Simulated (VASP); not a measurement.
Wanted: the native input for a VASP 6.6.1 run.

```
Task                   : single point
Functional             : r2SCAN
Potentials or basis    : VASP PAW PBE potentials, release 64 (Pt)
Cutoff                 : 520 eV
k mesh                 : 12 × 12 × 17
Occupations            : gaussian, width 0.1 eV
Spin                   : no spin polarisation
Dipole correction      : no
Further INCAR settings : ALGO = Normal; EDIFF = 1e-06; NBANDS = 11; ISYM = 0
```

Pt:

```
Pt
1.0
     2.78613    0.00000    0.00000
     0.00000    2.78613    0.00000
     1.39307    1.39307    1.97009
Pt
1
Direct
  0.00000 0.00000 0.00000
```

The input as run:

POSCAR

```
Pt
1.0
    2.7861346167      0.0000000000      0.0000000000
    0.0000000000      2.7861346167      0.0000000000
    1.3930673084      1.3930673084      1.9700946808
Pt
1
Direct
    0.0000000000      0.0000000000      0.0000000000
```

INCAR.step1

```
PREC = Accurate
ENCUT = 520
ISMEAR = 0
SIGMA = 0.1
LREAL = False
LASPH = True
NELM = 80
ISYM = 0
NBANDS = 11
GGA = PE
ALGO = Normal
EDIFF = 1E-4
LWAVE = True
LCHARG = False
```

INCAR.step2

```
PREC = Accurate
ENCUT = 520
EDIFF = 1E-6
ISMEAR = 0
SIGMA = 0.1
LREAL = False
LASPH = True
NELM = 80
ALGO = Normal
ISIF = 2
LWAVE = False
LCHARG = False
METAGGA = R2SCAN
LMIXTAU = True
ISYM = 0
NBANDS = 11
ISTART = 1
```

KPOINTS

```
Automatic mesh
0
Gamma
  12 12 17
```

Potentials or basis: VASP PAW PBE potentials, release 64 (Pt).

Command:

```bash
$ cat potpaw_PBE.64/Pt/POTCAR > POTCAR
$ cp INCAR.step1 INCAR
$ mpirun -np 1 vasp_std > vasp.out
$ cp INCAR.step2 INCAR
$ mpirun -np 1 vasp_std > vasp.out
```

It gave:

```yaml
Pressure: 0.8 GPa
Band_gap_on_the_k_mesh: zero (band 5 reaches 11.26 eV, above the bottom of band 6 at 8.95 eV)
```

Caveat: the PAW data sets were made with another functional, which shifts forces and pressure a little; spin-orbit coupling is left out, which moves the levels of the heavy elements.

It took 6.6 min on 1 thread of Intel(R) Xeon(R) Platinum 8375C CPU @ 2.90GHz (Ice Lake) (shared host), peak memory 0.32 GiB.
